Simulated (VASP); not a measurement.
Input of a VASP 6.6.1 run:

The input INCAR:

```
SYSTEM = ZnH2O
ALGO = Normal
EDIFF = 1E-6
ENCUT = 520
GGA = PE
GGA_COMPAT = .False.
ISIF = 2
ISMEAR = 0
LASPH = .True.
LCHARG = .False.
LREAL = .False.
LWAVE = .False.
NBANDS = 90
NELM = 120
PREC = Accurate
SIGMA = 0.05
```

KPOINTS

```
k-points
0
Gamma
  1 1 6
  0 0 0
```

The input POSCAR:

```
ZnH2O
1.0
   16.5000000000      0.0000000000      0.0000000000
    0.0000000000     16.0000000000      0.0000000000
    0.0000000000      0.0000000000      5.2933196379
Zn O H
7 7 14
Direct
    0.3509319827      0.4408306838      0.4999697863
    0.5496893391      0.4408306838      0.4999697863
    0.4503106609      0.6183386324      0.4999697863
    0.4503106609      0.3816613676      0.9999697863
    0.3509319827      0.5591693162      0.9999697863
    0.6490680173      0.3816613676      0.9999697863
    0.5496893391      0.5591693162      0.9999697863
    0.4503106609      0.3816613676      0.3790402137
    0.3509319827      0.5591693162      0.3790402137
    0.6490680173      0.3816613676      0.3790402137
    0.5496893391      0.5591693162      0.3790402137
    0.3509319827      0.4408306838      0.8790402137
    0.5496893391      0.4408306838      0.8790402137
    0.4503106609      0.6183386324      0.8790402137
    0.2738632453      0.3949445383      0.4061882061
    0.4503106609      0.7101109235      0.4061882061
    0.4503106609      0.2898890765      0.9061882061
    0.2738632453      0.6050554617      0.9061882061
    0.6490680173      0.2898890765      0.9061882061
    0.7261367547      0.4275475132      0.9061882061
    0.6267580765      0.6050554617      0.9061882061
    0.4503106609      0.3242296758      0.4377293316
    0.3027018696      0.5878851621      0.4377293316
    0.6490680173      0.3242296758      0.4377293316
    0.6972981304      0.4103772136      0.4377293316
    0.5979194522      0.5878851621      0.4377293316
    0.3027018696      0.4121148379      0.9377293316
    0.4503106609      0.6757703242      0.9377293316
```

Potentials or basis: VASP PAW PBE potentials, release 64 (Zn, O, H).

Run with:

```bash
$ cat potpaw_PBE.64/Zn/POTCAR potpaw_PBE.64/O/POTCAR potpaw_PBE.64/H/POTCAR > POTCAR
$ mpirun -np 1 vasp_std > vasp.out
```

(1) Predict the largest force.

(2) What does it give for the band gap on the k mesh?

Answers

(1) 2.423 eV/Å.

(2) 1.66 eV.
